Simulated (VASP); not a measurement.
Input of a VASP 6.6.1 run:

POSCAR

```
BAs
1.0
    0.0000000000      2.3724693156      2.3724693156
    2.3724693156      0.0000000000      2.3724693156
    2.3724693156      2.3724693156      0.0000000000
As B
1 1
Direct
    0.7500000000      0.7500000000      0.7500000000
    0.0000000000      0.0000000000      0.0000000000
```

INCAR.step1

```
SYSTEM = BAs
  PREC = Accurate
  ENCUT = 520
  EDIFF = 1E-5
  ISMEAR = -1
  SIGMA = 0.05
  LREAL = .FALSE.
  LASPH = .TRUE.
  NELM = 100
  ALGO = Normal
  ISIF = 2
  LWAVE = .TRUE.
  GGA = PE
  NBANDS = 11
```

The input INCAR.step2:

```
SYSTEM = BAs
  PREC = Accurate
  ENCUT = 520
  EDIFF = 1E-7
  ISMEAR = -1
  SIGMA = 0.05
  LREAL = .FALSE.
  LASPH = .TRUE.
  NELM = 100
  ALGO = Normal
  ISIF = 2
  LWAVE = .FALSE.
  LCHARG = .TRUE.
  METAGGA = R2SCAN
  LHFCALC = .TRUE.
  AEXX = 0.25
  LMIXTAU = .TRUE.
  PRECFOCK = Normal
  LELF = .TRUE.
  LVHAR = .TRUE.
  ISTART = 1
  NBANDS = 11
```

KPOINTS

```
regular mesh
0
G
  5 5 5
  0 0 0
```

Potentials or basis: VASP PAW PBE potentials, release 64 (As, B).

The run is started by

```sh
$ cat potpaw_PBE.64/As/POTCAR potpaw_PBE.64/B/POTCAR > POTCAR
$ cp INCAR.step1 INCAR
$ mpirun -np 1 vasp_std > vasp.out
$ cp INCAR.step2 INCAR
$ mpirun -np 1 vasp_std > vasp.out
```

(1) What does it give for the band gap on the k mesh?

(2) What does it give for the pressure?

Results:

(1) 2.65 eV (least direct gap 4.93 eV).

(2) 1.2 GPa.

Caveat: the k points lie up to 0.46 Å⁻¹ apart; the PAW data sets were made with another functional, which shifts forces and pressure a little; an odd mesh through Γ misses points on the zone boundary, where band edges can lie.
